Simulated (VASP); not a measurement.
Here is a VASP 6.6.1 calculation.

The input INCAR:

```
  PREC = Accurate
  ENCUT = 520
  EDIFF = 1E-7
  ISMEAR = 0
  SIGMA = 0.05
  LREAL = F
  LASPH = T
  NELM = 100
  ALGO = Normal
  ISIF = 2
  LWAVE = F
  LCHARG = F
  GGA = PE
  NBANDS = 25
```

KPOINTS

```
Automatic mesh
0
Gamma
  6 6 10
```

Contents of POSCAR:

```
SiO2
1.0
    4.0545679807      0.0000000000      0.0000000000
    0.0000000000      4.0545679807      0.0000000000
    0.0000000000      0.0000000000      2.8183302034
Si O
2 4
Direct
    0.5000000000      0.5000000000      0.5000000000
    0.0000000000      0.0000000000      0.0000000000
    0.6930127928      0.6930127928      0.0000000000
    0.1930127928      0.8069872072      0.5000000000
    0.3069872072      0.3069872072      0.0000000000
    0.8069872072      0.1930127928      0.5000000000
```

Potentials or basis: VASP PAW PBE potentials, release 64 (Si, O).

The run is started by

```sh
$ cat potpaw_PBE.64/Si/POTCAR potpaw_PBE.64/O/POTCAR > POTCAR
$ mpirun -np 1 vasp_std > vasp.out
```

Problem. What does it give for the largest force?

Solution. 0.758 eV/Å.

Problem. What does it give for the band gap on the k mesh?

Solution. 5.34 eV.

Forces in eV/Å, atoms in the order of the input:
```
Si   0.000  0.000  0.000
Si   0.000  0.000  0.000
O    0.536  0.536  0.000
O    0.536 -0.536  0.000
O   -0.536 -0.536  0.000
O   -0.536  0.536  0.000
```

 A k mesh can miss the band edges.
